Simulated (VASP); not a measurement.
# AlN (Fm-3m) in VASP: further runs

Runs on AlN. Level: LDA. Tasks: electric field gradients.

Everything below comes from runs of VASP 6.6.1. Logs are shortened: lines on timing, memory, paths and dates and some standing lists are left out, and cuts for length are marked.

**1. The cell of the first run**

The structure is cubic, space group Fm-3m (No. 225). The conventional cell has a = 3.903 Å, b = 3.903 Å, c = 3.903 Å, α = 90.00°, β = 90.00°, γ = 90.00°. Al (site symmetry m-3m) has 6 N at 1.95 Å within 2.6 Å. N (site symmetry m-3m) has 6 Al at 1.95 Å within 2.6 Å.

**2. Electric field gradients, LDA (volume scaled by 0.96)**

INCAR

```
SYSTEM = AlN
PREC     = Accurate       ! precision mode
ENCUT    = 520            ! plane-wave cutoff, eV
EDIFF    = 1E-8           ! SCF threshold, eV
ISMEAR   = -1             ! smearing method
SIGMA    = 0.02           ! smearing width, eV
LREAL    = .False.        ! projectors in reciprocal space
LASPH    = .True.         ! aspherical terms in the spheres
NELM     = 80             ! most SCF steps
ALGO     = Normal         ! electronic algorithm
ISIF     = 2              ! what is computed and relaxed
LWAVE    = .False.        ! write WAVECAR
LCHARG   = .False.        ! write CHGCAR
LEFG     = .True.       
NBANDS   = 11             ! bands
```

KPOINTS

```
regular mesh
0
Gamma
  10 10 10
  0 0 0
```

POSCAR

```
AlN
1.0
    0.0000000000      1.9512669932      1.9512669932
    1.9512669932      0.0000000000      1.9512669932
    1.9512669932      1.9512669932      0.0000000000
Al N
1 1
Direct
    0.0000000000      0.0000000000      0.0000000000
    0.5000000000      0.5000000000      0.5000000000
```

Potentials or basis: VASP PAW LDA potentials, release 64 (Al, N).

The run is started by

```bash
> cat potpaw_LDA.64/Al/POTCAR potpaw_LDA.64/N/POTCAR > POTCAR
> mpirun -np 1 vasp_std > vasp.out
```

OUTCAR:

```text
SYSTEM = AlN
   PREC = Accurate
   ENCUT = 520
   EDIFF = 1E-8
   ISMEAR = -1
   LREAL = .False.
   LASPH = .True.
   NELM = 80
   ISIF = 2

 ion  position               nearest neighbor table
   1  0.000  0.000  0.000-   2 1.95   2 1.95   2 1.95   2 1.95   2 1.95   2 1.95
   2  0.500  0.500  0.500-   1 1.95   1 1.95   1 1.95   1 1.95   1 1.95   1 1.95

  LATTYP: Found a face centered cubic cell.
 ALAT       =     3.9025339864

  Lattice vectors:

 A1 = (   0.0000000000,   1.9512669932,   1.9512669932)
 A2 = (   1.9512669932,   0.0000000000,   1.9512669932)
 A3 = (   1.9512669932,   1.9512669932,   0.0000000000)

Analysis of symmetry for initial positions (statically):
=====================================================================
 Subroutine PRICEL returns:
 Original cell was already a primitive cell.

 Routine SETGRP: Setting up the symmetry group for a
 face centered cubic supercell.

 Subroutine GETGRP returns: Found 48 space group operations
 (whereof 48 operations were pure point group operations)
 out of a pool of 48 trial point group operations.

The static configuration has the point symmetry O_h .

Analysis of symmetry for dynamics (positions and initial velocities):
=====================================================================
 Subroutine PRICEL returns:
 Original cell was already a primitive cell.

 Routine SETGRP: Setting up the symmetry group for a
 face centered cubic supercell.

 Subroutine GETGRP returns: Found 48 space group operations
 (whereof 48 operations were pure point group operations)
 out of a pool of 48 trial point group operations.

The dynamic configuration has the point symmetry O_h .

 Subroutine INISYM returns: Found 48 space group operations
 (whereof 48 operations are pure point group operations),
 and found     1 'primitive' translations

----------------------------------------------------------------------------------------

                                     Primitive cell

  volume of cell :      14.8587

  direct lattice vectors                    reciprocal lattice vectors
     0.000000000  1.951266993  1.951266993    -0.256243765  0.256243765  0.256243765
     1.951266993  0.000000000  1.951266993     0.256243765 -0.256243765  0.256243765
     1.951266993  1.951266993  0.000000000     0.256243765  0.256243765 -0.256243765

  length of vectors
     2.759508246  2.759508246  2.759508246     0.443827219  0.443827219  0.443827219
[... 125 lines left out ...]
  free energy    TOTEN  =       -16.12386607 eV

  energy without entropy =      -16.12386607  energy(sigma->0) =      -16.12386607

 E-fermi :  11.6559     XC(G=0): -13.0800

 val. band max:       11.1578900150   @ k =   0.0000   0.0000   0.0000
 cond. band min:      16.1375013970   @ k =   0.5000   0.5000   0.0000
 fundamental gap:      4.9796113820
 Fermi energy:        11.6558838740

 k-point     1 :       0.0000    0.0000    0.0000
  band No.  band energies     occupation
      1      -7.2596      2.00000
      2      11.1579      2.00000
      3      11.1579      2.00000
      4      11.1579      2.00000
      5      18.5525      0.00000
      6      23.5022      0.00000
      7      23.5022      0.00000
      8      23.5022      0.00000
      9      29.0267      0.00000
     10      29.5729      0.00000
     11      29.5729      0.00000
[... 309 lines left out ...]
 k-point    24 :       0.4000    0.3000    0.0000
  band No.  band energies     occupation
      1      -3.8336      2.00000
      2       4.8874      2.00000
      3       8.0348      2.00000
      4       8.6140      2.00000
      5      17.5240      0.00000
      6      18.6768      0.00000
      7      24.5202      0.00000
      8      27.8968      0.00000
      9      28.7928      0.00000
     10      33.9904      0.00000
     11      37.2564      0.00000

 [... further k-points ...]
[... 5 lines left out ...]
  --------------------------------------------------------------------------------------
  -------------------------------------------------------------------------------------
  Total        2.5727696      2.5727696      2.5727696      0.0000000      0.0000000     -0.0000000
  in kB      277.4159258    277.4159258    277.4159258      0.0000000      0.0000000     -0.0000000
  external PRESSURE =     277.4159258 kB  Pullay stress =       0.0000000 kB

 VOLUME and BASIS-vectors are now :
 -----------------------------------------------------------------------------
  energy-cutoff  :      520.00
  volume of cell :       14.86
      direct lattice vectors                 reciprocal lattice vectors
     0.000000000  1.951266993  1.951266993    -0.256243765  0.256243765  0.256243765
     1.951266993  0.000000000  1.951266993     0.256243765 -0.256243765  0.256243765
     1.951266993  1.951266993  0.000000000     0.256243765  0.256243765 -0.256243765

 POSITION                                       TOTAL-FORCE (eV/Angst)
 -----------------------------------------------------------------------------------
      0.00000      0.00000      0.00000         0.000000     -0.000000      0.000000
      1.95127      1.95127      1.95127         0.000000      0.000000      0.000000
 -----------------------------------------------------------------------------------
    total drift:                               -0.000000     -0.000000      0.000000

  FREE ENERGIE OF THE ION-ELECTRON SYSTEM (eV)
  ---------------------------------------------------
  free  energy   TOTEN  =       -16.1238660719 eV

  energy  without entropy=      -16.1238660719  energy(sigma->0) =      -16.12386607

 Electric field gradients (V/A^2)
---------------------------------------------------------------------
 ion       V_xx      V_yy      V_zz      V_xy      V_xz      V_yz
---------------------------------------------------------------------
   1      -0.000    -0.000    -0.000     0.000     0.000     0.000
   2       0.000     0.000     0.000     0.000     0.000     0.000
---------------------------------------------------------------------

 Electric field gradients after diagonalization (V/A^2)
 (convention: |V_zz| > |V_xx| > |V_yy|)
----------------------------------------------------------------------
 ion       V_xx      V_yy      V_zz     asymmetry (V_yy - V_xx)/ V_zz
----------------------------------------------------------------------
   1      -0.000    -0.000     0.000       0.000
   2      -0.000    -0.000     0.000       0.000
----------------------------------------------------------------------

           NMR quadrupolar parameters

 Cq : quadrupolar parameter    Cq=e*Q*V_zz/h
 eta: asymmetry parameters     (V_yy - V_xx)/ V_zz
 Q  : nuclear electric quadrupole moment in mb (millibarn)
----------------------------------------------------------------------
 ion       Cq(MHz)       eta       Q (mb)
----------------------------------------------------------------------
   1       0.000       0.000       1.000
   2       0.000       0.000       1.000
----------------------------------------------------------------------
```

OSZICAR:

```text
N       E                     dE             d eps       ncg     rms          rms(c)
DAV:   1     0.800772395137E+01    0.80077E+01   -0.42054E+03  1082   0.635E+02
DAV:   2    -0.175394068050E+02   -0.25547E+02   -0.24687E+02  1247   0.131E+02
DAV:   3    -0.181356287555E+02   -0.59622E+00   -0.59482E+00  1242   0.165E+01
DAV:   4    -0.181372238619E+02   -0.15951E-02   -0.15950E-02  1133   0.108E+00
DAV:   5    -0.181372317252E+02   -0.78633E-05   -0.78632E-05  1226   0.701E-02    0.820E+00
DAV:   6    -0.161933745638E+02    0.19439E+01   -0.78563E+00  1097   0.151E+01    0.302E+00
DAV:   7    -0.161427666400E+02    0.50608E-01   -0.17582E-01  1181   0.280E+00    0.184E+00
DAV:   8    -0.161239673179E+02    0.18799E-01   -0.11827E-02  1082   0.102E+00    0.273E-01
DAV:   9    -0.161238666207E+02    0.10070E-03   -0.50457E-04  1184   0.132E-01    0.158E-01
DAV:  10    -0.161238663865E+02    0.23414E-06   -0.18272E-05  1118   0.307E-02    0.225E-02
DAV:  11    -0.161238660786E+02    0.30793E-06   -0.55723E-07  1181   0.517E-03    0.440E-03
DAV:  12    -0.161238660719E+02    0.67406E-08   -0.39830E-08  1109   0.148E-03
   1 F= -.16123866E+02 E0= -.16123866E+02  d E =-.479291E-13
```

Run time: 5.8 s. Hardware: 1 thread of Intel Xeon 6975P-C, shared host; peak memory 0.13 GiB.

Results:

```
Free energy            : -16.1239 eV
Pressure               : 27.7 GPa
Band gap on the k mesh : 4.98 eV, indirect (least direct gap 7.39 eV)
```

Caveat: without QUAD_EFG the Cq values of the log hold for a quadrupole moment of 1 mb, not for the nuclei.

[end of part 1 of 3]
